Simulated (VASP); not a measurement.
TiAl3Ni2:

```xyz
6
Lattice="2.8456 0.0000 0.0000 0.0000 2.8456 0.0000 0.0000 0.0000 9.9789" Properties=species:S:1:pos:R:3 pbc="T T T"
Ti    0.0000    0.0000    4.9894
Al    1.4228    1.4228    0.0000
Al    1.4228    1.4228    2.9947
Al    1.4228    1.4228    6.9842
Ni    0.0000    0.0000    8.4907
Ni    0.0000    0.0000    1.4882
```

```yaml
Program: VASP 6.6.1
Task: relaxation of cell and atoms
Functional: PBE
Potentials_or_basis: VASP PAW PBE potentials, release 64 (Ti_sv, Al, Ni)
Cutoff: 600 eV
k_mesh: 14 × 14 × 4
Occupations: gaussian, width 0.1 eV
Spin: no spin polarisation
```

At the start: pressure -0.1 GPa; volume 13.47 Å³/atom.

Q: How do energy, volume and symmetry change on relaxing?

A: Over 12 steps the energy falls by 2.1 meV/atom; space group P4/mmm (No. 123, to 0.1 Å) before and after.

The path:
| step | energy change (eV) | largest force (eV/Å) | pressure (GPa) | volume (Å³) |
| --- | --- | --- | --- | --- |
| 1 | 0.0000 | 0.1353 | -0.10 | 80.80 |
| 2 | -0.0041 | 0.0830 | 0.09 | 80.70 |
| 3 | -0.0090 | 0.0552 | 0.64 | 80.44 |
| 4 | -0.0110 | 0.0533 | -0.29 | 80.98 |
| 5 | -0.0110 | 0.0532 | -0.25 | 80.99 |
| 6 | -0.0120 | 0.0313 | -0.15 | 80.90 |
| 7 | -0.0123 | 0.0149 | -0.05 | 80.83 |
| 8 | -0.0120 | 0.0472 | 0.15 | 80.70 |
| 9 | -0.0124 | 0.0148 | -0.04 | 80.80 |
| 10 | -0.0124 | 0.0173 | 0.00 | 80.79 |
| 11 | -0.0124 | 0.0107 | -0.01 | 80.79 |
| 12 | -0.0124 | 0.0030 | 0.00 | 80.78 |

Final structure:
```
Ti Al Ni
1.0
     2.88154    0.00000    0.00000
     0.00000    2.88154    0.00000
     0.00000    0.00000    9.72817
Ti Al Ni
1 3 2
Direct
  0.00000 0.00000 0.50000
  0.50000 0.50000 0.00000
  0.50000 0.50000 0.29810
  0.50000 0.50000 0.70190
  0.00000 0.00000 0.85143
  0.00000 0.00000 0.14857
```
